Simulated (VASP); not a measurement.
Ir, 1 atom in the cell. It takes space group Fm-3m (No. 225, cubic). The conventional cell has a = 3.871 Å, b = 3.871 Å, c = 3.871 Å, α = 90.00°, β = 90.00°, γ = 90.00°. Ir (site symmetry m-3m) has 12 Ir at 2.74 Å within 3.6 Å. 

* Program: VASP 6.6.1
* Task: single point
* Functional: PBE
* Potentials or basis: VASP PAW PBE potentials, release 64 (Ir)
* Cutoff: 520 eV
* k mesh: 18 × 18 × 18
* Occupations: gaussian, width 0.1 eV
* Spin: no spin polarisation
* Dipole correction: no
* Further INCAR settings: ALGO = Normal; EDIFF = 1e-06; NBANDS = 10

Potentials or basis: VASP PAW PBE potentials, release 64 (Ir).

Run with:

```console
$ cat potpaw_PBE.64/Ir/POTCAR > POTCAR
$ mpirun -np 1 vasp_std > vasp.out
```

Hardware: 1 thread of Intel(R) Xeon(R) 6975P-C (Granite Rapids) (shared host).

Q: Estimate the wall time of this run.

A: Wall time 11 s on 1 thread of Intel(R) Xeon(R) 6975P-C (Granite Rapids), on a shared host, peak memory 0.14 GiB. Counts: scf iterations 11, k points 195.
